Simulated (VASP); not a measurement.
Wanted: the native input for a VASP 6.6.1 run.

```yaml
Task: single point
Functional: r2SCAN
Potentials_or_basis: VASP PAW PBE potentials, release 64 (Si, C)
Cutoff: 660 eV
k_mesh: 8 × 8 × 8
Occupations: gaussian, width 0.01 eV
Spin: no spin polarisation
Dipole_correction: no
Further_INCAR_settings: ALGO = Normal; EDIFF = 1e-06; NBANDS = 11
```

The system is SiC.

```
Si C
1.0
     0.00000    2.17805    2.17805
     2.17805    0.00000    2.17805
     2.17805    2.17805    0.00000
Si C
1 1
Direct
  0.25000 0.25000 0.25000
  0.00000 0.00000 0.00000
```

These files were run (other wordings do the same):

POSCAR

```
SiC
1.0
    0.0000000000      2.1780497564      2.1780497564
    2.1780497564      0.0000000000      2.1780497564
    2.1780497564      2.1780497564      0.0000000000
Si C
1 1
Direct
    0.2500000000      0.2500000000      0.2500000000
    0.0000000000      0.0000000000      0.0000000000
```

INCAR.step1

```
SYSTEM = SiC
PREC = Accurate
ENCUT = 660
ISMEAR = 0
SIGMA = 0.01
LREAL = .FALSE.
LASPH = .TRUE.
NELM = 120
NBANDS = 11
GGA = PE
ALGO = Normal
EDIFF = 1E-5
LWAVE = .TRUE.
LCHARG = .FALSE.
GGA_COMPAT = .FALSE.
```

INCAR.step2

```
SYSTEM = SiC
PREC = Accurate
ENCUT = 660
EDIFF = 1E-6
ISMEAR = 0
SIGMA = 0.01
LREAL = .FALSE.
LASPH = .TRUE.
NELM = 120
ALGO = Normal
ISIF = 2
LWAVE = .FALSE.
LCHARG = .TRUE.
METAGGA = R2SCAN
LMIXTAU = .TRUE.
LELF = .TRUE.
LVHAR = .TRUE.
NBANDS = 11
ISTART = 1
GGA_COMPAT = .FALSE.
```

KPOINTS

```
regular mesh
0
G
  8 8 8
  0 0 0
```

Potentials or basis: VASP PAW PBE potentials, release 64 (Si, C).

Run with:

```console
$ cat potpaw_PBE.64/Si/POTCAR potpaw_PBE.64/C/POTCAR > POTCAR
$ cp INCAR.step1 INCAR
$ mpirun -np 1 vasp_std > vasp.out
$ cp INCAR.step2 INCAR
$ mpirun -np 1 vasp_std > vasp.out
```

It gave:

```json
{
  "Pressure": "-0.4 GPa",
  "Band gap on the k mesh": "1.73 eV, indirect (least direct gap 5.06 eV)"
}
```

Caveat: the PAW data sets were made with another functional, which shifts forces and pressure a little.

Run time: 18 s on 1 thread of Intel(R) Xeon(R) 6975P-C (Granite Rapids), on a shared host, peak memory 0.16 GiB.
